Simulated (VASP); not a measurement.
## Ge: single point with PBE

Ge:

```
Ge
1.0
     2.73435    0.00000    0.00000
     0.00000    4.12147    0.00000
     0.00000    0.00000    5.91941
Ge
3
Direct
  0.50000 0.50000 0.78056
  0.50000 0.50000 0.21944
  0.50000 0.00000 0.50000
```

The cell was generated, and may not be a known phase.

| Property | Result |
| --- | --- |
| Program | VASP 6.6.1 |
| Task | single point |
| Functional | PBE |
| Potentials or basis | VASP PAW PBE potentials, release 64 (Ge_d) |
| Cutoff | 520 eV |
| k mesh | 18 × 12 × 8 |
| Occupations | gaussian, width 0.1 eV |
| Spin | no spin polarisation |

- Pressure: 0.0 GPa
- Band gap on the k mesh: zero (bands 21 and 22 overlap by 3.22 eV)

Levels at points of the mesh, in eV from the Fermi level:
```
           k point  band 17  band 18  band 19  band 20  band 21  band 22  band 23  band 24  band 25  band 26
(0.00, 0.00, 0.00)    -8.64    -7.95    -3.14    -1.71     0.90     1.18     3.14     4.81     5.52     6.48
(0.50, 0.00, 0.00)    -5.32    -4.96    -4.38    -1.96    -1.24    -0.37     1.91     3.70     4.63     5.69
(0.00, 0.50, 0.00)    -9.96    -7.78    -5.14    -3.77    -1.19     5.49     6.05     7.55     7.81     8.60
(0.50, 0.50, 0.00)    -6.37    -3.93    -3.89    -3.04    -2.28    -1.51    -0.85     2.47     3.85     4.99
(0.00, 0.00, 0.50)   -10.73    -5.15    -2.74    -2.54    -0.67     1.12     1.92     6.06     7.02     7.84
(0.50, 0.00, 0.50)    -7.11    -4.76    -3.75    -0.83     0.00     0.22     0.34     2.24     4.45     5.70
(0.00, 0.50, 0.50)    -9.89    -9.73    -4.71    -1.05    -0.74     1.99     3.10     8.12     8.34     8.71
(0.50, 0.50, 0.50)    -6.28    -6.24    -3.33    -3.00    -2.64    -1.65     1.81     2.84     3.55     5.50
```

Wall time 4.7 min on 1 thread of Intel(R) Xeon(R) Platinum 8488C (Sapphire Rapids), with other jobs on the host, peak memory 0.54 GiB.
